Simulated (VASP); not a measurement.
# MnO (Pm-3m) in VASP: a series of runs, part 2 of 2

VASP 6.6.1. The steps go on from the part before.

### Step 4. Single point, PBE-based screened hybrid with 20 % exact exchange, collinear spin, ferromagnetic start

POSCAR reads:

```
MnO
1.0
    2.6723886600      0.0000000000      0.0000000000
    0.0000000000      2.6723886600      0.0000000000
    0.0000000000      0.0000000000      2.6723886600
Mn O
1 1
Direct
    0.0000000000      0.0000000000      0.0000000000
    0.5000000000      0.5000000000      0.5000000000
```

INCAR.step1 reads:

```
PREC = Accurate
ENCUT = 520
EDIFF = 1E-5
ISMEAR = -1
SIGMA = 0.05
LREAL = F
LASPH = T
NELM = 150
ALGO = Normal
ISIF = 2
LWAVE = T
LCHARG = F
ISPIN = 2
MAGMOM = 4 0
LORBIT = 11
LMAXMIX = 4
NBANDS = 20
GGA = PE
```

INCAR.step2 reads:

```
PREC = Accurate
ENCUT = 520
EDIFF = 1E-6
ISMEAR = -1
SIGMA = 0.05
LREAL = F
LASPH = T
NELM = 150
ALGO = Normal
ISIF = 2
LWAVE = F
LCHARG = F
ISPIN = 2
MAGMOM = 4 0
LORBIT = 11
LMAXMIX = 4
GGA = PE
LHFCALC = T
AEXX = 0.2
HFSCREEN = 0.2
PRECFOCK = Normal
NBANDS = 20
ISTART = 1
```

KPOINTS reads:

```
regular mesh
0
Gamma
  5 5 5
```

Potentials or basis: VASP PAW PBE potentials, release 64 (Mn_pv, O).

On the command line:

```
> cat potpaw_PBE.64/Mn_pv/POTCAR potpaw_PBE.64/O/POTCAR > POTCAR
> cp INCAR.step1 INCAR
> mpirun -np 1 vasp_std > vasp.out
> cp INCAR.step2 INCAR
> mpirun -np 1 vasp_std > vasp.out
```

OUTCAR:

```text
PREC = Accurate
   ENCUT = 520
   EDIFF = 1E-6
   ISMEAR = -1
   LREAL = F
   LASPH = T
   NELM = 150
   ISIF = 2
   ISPIN = 2
   LORBIT = 11
   GGA = PE
   LHFCALC = T
   AEXX = 0.2
   HFSCREEN = 0.2
   PRECFOCK = Normal
   ISTART = 1

 ion  position               nearest neighbor table
   1  0.000  0.000  0.000-   2 2.31   2 2.31   2 2.31   2 2.31   2 2.31   2 2.31   2 2.31   2 2.31

   2  0.500  0.500  0.500-   1 2.31   1 2.31   1 2.31   1 2.31   1 2.31   1 2.31   1 2.31   1 2.31

  LATTYP: Found a simple cubic cell.
 ALAT       =     2.6723886600

  Lattice vectors:

 A1 = (   2.6723886600,   0.0000000000,   0.0000000000)
 A2 = (   0.0000000000,   2.6723886600,   0.0000000000)
 A3 = (   0.0000000000,   0.0000000000,   2.6723886600)

Analysis of symmetry for initial positions (statically):
=====================================================================
 Subroutine PRICEL returns:
 Original cell was already a primitive cell.

[... 421 lines left out ...]
      2     -39.1042      1.00000
      3     -39.1042      1.00000
      4     -13.0235      1.00000
      5       5.6299      1.00000
      6       5.6299      1.00000
[... 219 lines left out ...]
     19      31.9659      0.00000
     20      43.1811      0.00000

------------------------ aborting loop because EDIFF is reached ----------------------------------------

  FORCE on cell =-STRESS in cart. coord.  units (eV):
  Direction    XX          YY          ZZ          XY          YZ          ZX
  --------------------------------------------------------------------------------------
  -------------------------------------------------------------------------------------
  Total        2.1328497      2.1328497      2.1328497     -0.0000000      0.0000000     -0.0000000
  in kB      179.0490320    179.0490320    179.0490320     -0.0000000      0.0000000     -0.0000000
  external PRESSURE =     179.0490320 kB  Pullay stress =       0.0000000 kB

 VOLUME and BASIS-vectors are now :
 -----------------------------------------------------------------------------
  energy-cutoff  :      520.00
  volume of cell :       19.09
      direct lattice vectors                 reciprocal lattice vectors
     2.672388660  0.000000000  0.000000000     0.374197068  0.000000000  0.000000000
     0.000000000  2.672388660  0.000000000     0.000000000  0.374197068  0.000000000
     0.000000000  0.000000000  2.672388660     0.000000000  0.000000000  0.374197068

 POSITION                                       TOTAL-FORCE (eV/Angst)
 -----------------------------------------------------------------------------------
      0.00000      0.00000      0.00000         0.000000      0.000000      0.000000
      1.33619      1.33619      1.33619         0.000000      0.000000      0.000000
 -----------------------------------------------------------------------------------
    total drift:                               -0.000001      0.000000     -0.000001

  FREE ENERGIE OF THE ION-ELECTRON SYSTEM (eV)
  ---------------------------------------------------
  free  energy   TOTEN  =       -21.0525564677 eV

  energy  without entropy=      -21.0525564630  energy(sigma->0) =      -21.05255647

 total charge

# of ion       s       p       d       tot
------------------------------------------
    1        0.209   6.194   4.971  11.373
    2        1.565   3.472   0.000   5.037
--------------------------------------------------
tot          1.774   9.666   4.971  16.410

 magnetization (x)

# of ion       s       p       d       tot
------------------------------------------
    1        0.027   0.035   4.499   4.560
    2        0.027   0.209   0.000   0.237
--------------------------------------------------
tot          0.054   0.244   4.499   4.797
```

It took 13 min on 1 thread of Intel Xeon Platinum 8259CL at 2.50GHz (Skylake/Cascade Lake), shared host; peak memory 0.24 GiB.

Results:

```
Free energy                                           : -21.0526 eV
Pressure                                              : 17.9 GPa
Band gap on the k mesh                                : 1.69 eV (least direct gap 2.49 eV)
Net moment                                            : 4.99 μB per cell
Site moments                                          : Mn +4.56; O +0.24 μB
Valence electrons inside the program's atomic spheres : Mn 11.37; O 5.04
```

Caveat: the k points lie up to 0.47 Å⁻¹ apart; the PAW data sets were made with another functional, which shifts forces and pressure a little; an odd mesh through Γ misses points on the zone boundary, where band edges can lie; a cell with one magnetic atom can't hold antiferromagnetic order, which such compounds often take.

### Step 5. Relaxation of cell and atoms, PBEsol-based global hybrid with 25 % exact exchange, collinear spin, ferromagnetic start

POSCAR is that of step 4.

INCAR.step1 reads:

```
SYSTEM = MnO
PREC = Accurate
ENCUT = 600
EDIFF = 1E-5
ISMEAR = -1
SIGMA = 0.05
LREAL = .FALSE.
LASPH = .TRUE.
NELM = 150
ALGO = Normal
LWAVE = .TRUE.
LCHARG = .FALSE.
ISPIN = 2
MAGMOM = 4 0
LORBIT = 11
LMAXMIX = 4
GGA = PE
NBANDS = 20
```

INCAR.step2 reads:

```
SYSTEM = MnO
PREC = Accurate
ENCUT = 600
EDIFF = 1E-7
ISMEAR = -1
SIGMA = 0.05
LREAL = .FALSE.
LASPH = .TRUE.
NELM = 150
ALGO = Normal
ISIF = 3
LWAVE = .FALSE.
LCHARG = .FALSE.
ISPIN = 2
MAGMOM = 4 0
LORBIT = 11
LMAXMIX = 4
GGA = PS
LHFCALC = .TRUE.
AEXX = 0.25
PRECFOCK = Normal
IBRION = 2
NSW = 60
EDIFFG = -0.01
ISTART = 1
```

KPOINTS reads:

```
regular mesh
0
G
  5 5 5
  0 0 0
```

On the command line:

```
> cat potpaw_PBE.64/Mn_pv/POTCAR potpaw_PBE.64/O/POTCAR > POTCAR
> cp INCAR.step1 INCAR
> mpirun -np 1 vasp_std > vasp.out
> cp INCAR.step2 INCAR
> mpirun -np 1 vasp_std > vasp.out
```

It took 1.5 h on 1 thread of Oxide Virtual Turin-like, shared host; peak memory 0.13 GiB.

It converged, with:

```yaml
Free_energy: -24.8974 eV
Relaxed_volume: 10.07 Å³/atom
Relaxed_cell: a = 2.720 Å, b = 2.720 Å, c = 2.720 Å, α = 90.00°, β = 90.00°, γ = 90.00°
Space_group_after_relaxing_to_0.1_Å: Pm-3m (No. 221)
Energy_gained_by_relaxing: 16.8 meV/atom
Ionic_steps: 3
Pressure_after_relaxing: 0.0 GPa
Band_gap_on_the_k_mesh: 2.42 eV (least direct gap 3.94 eV)
Net_moment: 5.00 μB per cell
Site_moments: Mn +4.58; O +0.21 μB
Valence_electrons_inside_the_program's_atomic_spheres: Mn 11.31; O 5.00
```

The path:
```csv
step,energy change (eV),largest force (eV/Å),pressure (GPa),volume (Å³)
1,0.0000,0.0000,10.86,19.09
2,-0.0169,0.0000,-6.48,20.93
3,-0.0336,0.0000,-0.03,20.13
```

Final structure:
```
Mn O
1.0
     2.72034    0.00000    0.00000
     0.00000    2.72034    0.00000
     0.00000    0.00000    2.72034
Mn O
1 1
Direct
  0.00000 0.00000 0.00000
  0.50000 0.50000 0.50000
```

Levels at points of the mesh, in eV from the valence-band top:
Spin up:
```
           k point  band 9  band 10  band 11  band 12  band 13  band 14  band 15
(0.00, 0.00, 0.00)   -2.75    -2.24    -2.24    -2.24     2.42    17.28    17.28
```
Spin down:
| k point | band 3 | band 4 | band 5 | band 6 | band 7 | band 8 | band 9 | band 10 | band 11 | band 12 |
| --- | --- | --- | --- | --- | --- | --- | --- | --- | --- | --- |
| (0.00, 0.00, 0.00) | -46.76 | -20.18 | -1.52 | -1.52 | -1.52 | 3.22 | 3.22 | 4.30 | 7.09 | 7.09 |

Caveat: the k points lie up to 0.46 Å⁻¹ apart in the final cell; the PAW data sets were made with another functional, which shifts forces and pressure a little; an odd mesh through Γ misses points on the zone boundary, where band edges can lie; a cell with one magnetic atom can't hold antiferromagnetic order, which such compounds often take.

### Step 6. Relaxation of cell and atoms, HSE06, collinear spin, ferromagnetic start

POSCAR is that of step 5.

INCAR.step1 reads:

```
ALGO = Normal
EDIFF = 1E-5
ENCUT = 600
GGA = PE
ISMEAR = -1
ISPIN = 2
LASPH = T
LCHARG = F
LMAXMIX = 4
LORBIT = 11
LREAL = F
LWAVE = T
MAGMOM = 4 0
NBANDS = 20
NELM = 150
PREC = Accurate
SIGMA = 0.05
```

INCAR.step2 reads:

```
ALGO = Normal
EDIFF = 1E-6
EDIFFG = -0.01
ENCUT = 600
GGA = PE
HFSCREEN = 0.2079
IBRION = 2
ISIF = 3
ISMEAR = -1
ISPIN = 2
ISTART = 1
LASPH = T
LCHARG = F
LHFCALC = T
LMAXMIX = 4
LORBIT = 11
LREAL = F
LWAVE = F
MAGMOM = 4 0
NELM = 150
NSW = 60
PREC = Accurate
PRECFOCK = Normal
SIGMA = 0.05
```

KPOINTS reads:

```
k-points
0
Gamma
  5 5 5
```

Potentials or basis: VASP PAW PBE potentials, release 64 (Mn_pv, O).

On the command line:

```
> cat potpaw_PBE.64/Mn_pv/POTCAR potpaw_PBE.64/O/POTCAR > POTCAR
> cp INCAR.step1 INCAR
> mpirun -np 1 vasp_std > vasp.out
> cp INCAR.step2 INCAR
> mpirun -np 1 vasp_std > vasp.out
```

OUTCAR:

```text
EDIFF = 1E-6
   EDIFFG = -0.01
   ENCUT = 600
   GGA = PE
   HFSCREEN = 0.2079
   IBRION = 2
   ISIF = 3
   ISMEAR = -1
   ISPIN = 2
   ISTART = 1
   LASPH = T
   LHFCALC = T
   LORBIT = 11
   LREAL = F
   NELM = 150
   NSW = 60
   PREC = Accurate
   PRECFOCK = Normal

 ion  position               nearest neighbor table
   1  0.000  0.000  0.000-   2 2.31   2 2.31   2 2.31   2 2.31   2 2.31   2 2.31   2 2.31   2 2.31

   2  0.500  0.500  0.500-   1 2.31   1 2.31   1 2.31   1 2.31   1 2.31   1 2.31   1 2.31   1 2.31

  LATTYP: Found a simple cubic cell.
 ALAT       =     2.6723886600

  Lattice vectors:

 A1 = (   2.6723886600,   0.0000000000,   0.0000000000)
 A2 = (   0.0000000000,   2.6723886600,   0.0000000000)
 A3 = (   0.0000000000,   0.0000000000,   2.6723886600)

Analysis of symmetry for initial positions (statically):
=====================================================================
 Subroutine PRICEL returns:
 Original cell was already a primitive cell.

 Routine SETGRP: Setting up the symmetry group for a
 simple cubic supercell.

 Subroutine GETGRP returns: Found 48 space group operations
 (whereof 48 operations were pure point group operations)
 out of a pool of 48 trial point group operations.

The static configuration has the point symmetry O_h .

Analysis of symmetry for dynamics (positions and initial velocities):
=====================================================================
 Subroutine PRICEL returns:
 Original cell was already a primitive cell.

 Routine SETGRP: Setting up the symmetry group for a
 simple cubic supercell.

 Subroutine GETGRP returns: Found 48 space group operations
 (whereof 48 operations were pure point group operations)
 out of a pool of 48 trial point group operations.

The dynamic configuration has the point symmetry O_h .

Analysis of structural, dynamic, and magnetic symmetry:
=====================================================================
 Subroutine PRICEL returns:
 Original cell was already a primitive cell.

 Routine SETGRP: Setting up the symmetry group for a
[... 147 lines left out ...]

  energy without entropy =      -22.49710435  energy(sigma->0) =      -22.49710435

------------------------ aborting loop because EDIFF is reached ----------------------------------------

  FORCE on cell =-STRESS in cart. coord.  units (eV):
  Direction    XX          YY          ZZ          XY          YZ          ZX
  --------------------------------------------------------------------------------------
  -------------------------------------------------------------------------------------
  Total        1.9799526      1.9799526      1.9799526      0.0000000      0.0000000      0.0000000
  in kB      166.2135844    166.2135844    166.2135844      0.0000000      0.0000000      0.0000000
  external PRESSURE =     166.2135844 kB  Pullay stress =       0.0000000 kB
[... 23 lines left out ...]
--------------------------------------- Ionic step        2  -------------------------------------------

 number of electron      19.0000017 magnetization       4.9999990

 E-fermi :   5.9807     XC(G=0):  -9.7655

 val. band max:        5.2948830517   @ k =   0.4000   0.0000   0.0000
 cond. band min:       6.5376089347   @ k =   0.0000   0.0000   0.0000
 fundamental gap:      1.2427258830
 Fermi energy:         5.9806942805

 spin component 1

 k-point     1 :       0.0000    0.0000    0.0000
  band No.  band energies     occupation
      1     -48.3074      1.00000
      2     -48.3074      1.00000
      3     -48.3074      1.00000
      4     -14.6929      1.00000
      5       0.4161      1.00000
      6       0.4161      1.00000
      7       2.4618      1.00000
      8       2.4618      1.00000
      9       2.4618      1.00000
     10       3.4969      1.00000
     11       3.4969      1.00000
[... 382 lines left out ...]
--------------------------------------- Ionic step        3  -------------------------------------------

 number of electron      18.9999979 magnetization       4.9999992

 Free energy of the ion-electron system (eV)
  ---------------------------------------------------
  ext. energy  EPLUGINS =         0.00000000
  ---------------------------------------------------
  free energy    TOTEN  =       -22.57589836 eV

  energy without entropy =      -22.57589835  energy(sigma->0) =      -22.57589835

 E-fermi :   6.8687     XC(G=0): -10.0124

 val. band max:        6.0245814644   @ k =   0.4000   0.0000   0.0000
 cond. band min:       7.5803951423   @ k =   0.0000   0.0000   0.0000
 fundamental gap:      1.5558136779
 Fermi energy:         6.8686748988

 spin component 1

 k-point     1 :       0.0000    0.0000    0.0000
  band No.  band energies     occupation
      1     -47.5505      1.00000
      2     -47.5505      1.00000
      3     -47.5505      1.00000
      4     -14.4854      1.00000
      5       0.9745      1.00000
      6       0.9745      1.00000
      7       3.2524      1.00000
      8       3.2524      1.00000
      9       3.2524      1.00000
     10       3.9652      1.00000
     11       3.9652      1.00000
[... 376 lines left out ...]
  FREE ENERGIE OF THE ION-ELECTRON SYSTEM (eV)
  ---------------------------------------------------
  free  energy   TOTEN  =       -22.5758983557 eV

  energy  without entropy=      -22.5758983469  energy(sigma->0) =      -22.57589835

 reached required accuracy - stopping structural energy minimisation

 total charge

# of ion       s       p       d       tot
------------------------------------------
    1        0.192   6.164   4.925  11.281
    2        1.562   3.438   0.000   5.000
--------------------------------------------------
tot          1.754   9.602   4.925  16.281

 magnetization (x)

# of ion       s       p       d       tot
------------------------------------------
    1        0.025   0.028   4.536   4.589
    2        0.024   0.180   0.000   0.204
--------------------------------------------------
tot          0.048   0.209   4.536   4.793
```

OUTCAR.step1:

```text
EDIFF = 1E-5
   ENCUT = 600
   GGA = PE
   ISMEAR = -1
   ISPIN = 2
   LASPH = T
   LORBIT = 11
   LREAL = F
   NELM = 150
[... 692 lines left out ...]

 total charge

# of ion       s       p       d       tot
------------------------------------------
    1        0.212   6.189   5.060  11.462
    2        1.571   3.370   0.000   4.941
--------------------------------------------------
tot          1.783   9.559   5.060  16.402

 magnetization (x)

# of ion       s       p       d       tot
------------------------------------------
    1        0.025   0.037   3.713   3.776
    2        0.026   0.065   0.000   0.090
--------------------------------------------------
tot          0.051   0.102   3.713   3.866
```

Run time: 1.5 h. Hardware: 1 thread of Oxide Virtual Turin-like, shared host; peak memory 0.24 GiB.

What came out:

```
Free energy                                           : -22.5759 eV
Relaxed volume                                        : 10.37 Å³/atom
Relaxed cell                                          : a = 2.747 Å, b = 2.747 Å, c = 2.747 Å, α = 90.00°, β = 90.00°, γ = 90.00°
Space group after relaxing (to 0.1 Å)                 : Pm-3m (No. 221)
Energy gained by relaxing                             : 39.4 meV/atom
Ionic steps                                           : 3
Pressure after relaxing                               : 0.0 GPa
Band gap on the k mesh                                : 1.56 eV (least direct gap 2.96 eV)
Net moment                                            : 5.00 μB per cell
Site moments                                          : Mn +4.59; O +0.20 μB
Valence electrons inside the program's atomic spheres : Mn 11.28; O 5.00
```

Step by step:
```csv
step,energy change (eV),largest force (eV/Å),pressure (GPa),volume (Å³)
1,0.0000,0.0000,16.62,19.09
2,-0.0447,0.0000,-8.48,21.95
3,-0.0788,0.0000,-0.02,20.73
```

Final structure:
```xyz
2
Lattice="2.7471 0.0000 0.0000 0.0000 2.7471 0.0000 0.0000 0.0000 2.7471" Properties=species:S:1:pos:R:3 pbc="T T T"
Mn    0.0000    0.0000    0.0000
O     1.3735    1.3735    1.3735
```

Caveat: the k points lie up to 0.46 Å⁻¹ apart in the final cell; the PAW data sets were made with another functional, which shifts forces and pressure a little; an odd mesh through Γ misses points on the zone boundary, where band edges can lie; a cell with one magnetic atom can't hold antiferromagnetic order, which such compounds often take.

### Step 7. Summary

| task | level | cell | cutoff (eV) | share of exact exchange | screening parameter | gap on the mesh (eV) | pressure (GPa) | moment (μB) | relaxed volume (Å³/atom) |
| --- | --- | --- | --- | --- | --- | --- | --- | --- | --- |
| single point | PBE-based screened hybrid with 30 % exact exchange | as given | 520 | 0.3 | 0.2 1/Å | 2.48 | 15.9 | 4.99 | - |
| single point | PBE-based screened hybrid with 15 % exact exchange | as given | 520 | 0.15 | 0.2 1/Å | 1.13 | 18.9 | 5.00 | - |
| single point | PBE-based screened hybrid with 20 % exact exchange | as given | 520 | 0.2 | 0.2 1/Å | 1.69 | 17.9 | 4.99 | - |
| relaxation of cell and atoms | PBEsol-based global hybrid with 25 % exact exchange | relaxed | 600 | 0.25 | - | 2.42 | 0.0 | 5.00 | 10.07 |
| relaxation of cell and atoms | HSE06 | relaxed | 600 | 0.25 | 0.2079 1/Å | 1.56 | 0.0 | 5.00 | 10.37 |

Alike in all rows: potentials or basis VASP PAW PBE potentials, release 64 (Mn_pv, O); spin collinear, ferromagnetic start; k mesh 5 × 5 × 5; smearing fermi-dirac 0.05 eV.

Caveats: all runs use coarse meshes; the PAW data sets were made with another functional, which shifts forces and pressure a little; an odd mesh through Γ misses points on the zone boundary, where band edges can lie; a cell with one magnetic atom can't hold antiferromagnetic order, which such compounds often take.

Absolute energies hang on the potentials; compare differences alone.
